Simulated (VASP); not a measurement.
# Rb3HgO2: single point with PBE

Rb3HgO2:

```
Rb Hg O
1.0
     6.40531    0.00000    0.00000
    -3.20265    5.54716    0.00000
     0.00000    0.00000    4.81362
Rb Hg O
3 1 2
Direct
  0.50000 0.00000 0.50000
  0.00000 0.50000 0.50000
  0.50000 0.50000 0.50000
  0.00000 0.00000 0.00000
  0.33333 0.66667 0.00000
  0.66667 0.33333 0.00000
```

The cell was built from a structure type or drawn by symmetry, and may not be a known phase.

* Program: VASP 6.6.1
* Task: single point
* Functional: PBE
* Potentials or basis: VASP PAW PBE potentials, release 64 (Rb_sv, Hg, O)
* Cutoff: 520 eV
* k mesh: 3 × 3 × 4
* Occupations: gaussian, width 0.1 eV
* Spin: no spin polarisation
* Dipole correction: no
* Further INCAR settings: ALGO = Normal; EDIFF = 1e-06; NBANDS = 34

The pressure is -0.4 GPa. The band gap on the k mesh is zero (an odd number of electrons rules out a gap without spin polarisation).

Stress tensor (GPa, compression positive):
```
  4.86   0.00   0.00
  0.00   4.86   0.00
  0.00   0.00 -10.77
```

Levels at points of the mesh, in eV from the Fermi level:
| k point | band 22 | band 23 | band 24 | band 25 | band 26 | band 27 | band 28 | band 29 | band 30 | band 31 |
| --- | --- | --- | --- | --- | --- | --- | --- | --- | --- | --- |
| (0.00, 0.00, 0.00) | -0.69 | -0.69 | -0.15 | -0.14 | -0.14 | 3.18 | 3.66 | 3.66 | 3.84 | 4.08 |
| (0.00, 0.00, 0.50) | -0.42 | -0.42 | -0.31 | -0.31 | -0.12 | -0.02 | 3.25 | 3.25 | 4.11 | 4.32 |

It took 83 s on 1 thread of Intel Xeon 8259CL, on a shared host, peak memory 0.29 GiB.

Caveat: the k points lie up to 0.38 Å⁻¹ apart, too coarse for converged energies and pressures of a metal; spin-orbit coupling is left out, which moves the levels of the heavy elements; an odd number of electrons without spin polarisation forces a metal; a magnetic or distorted state may lie lower.
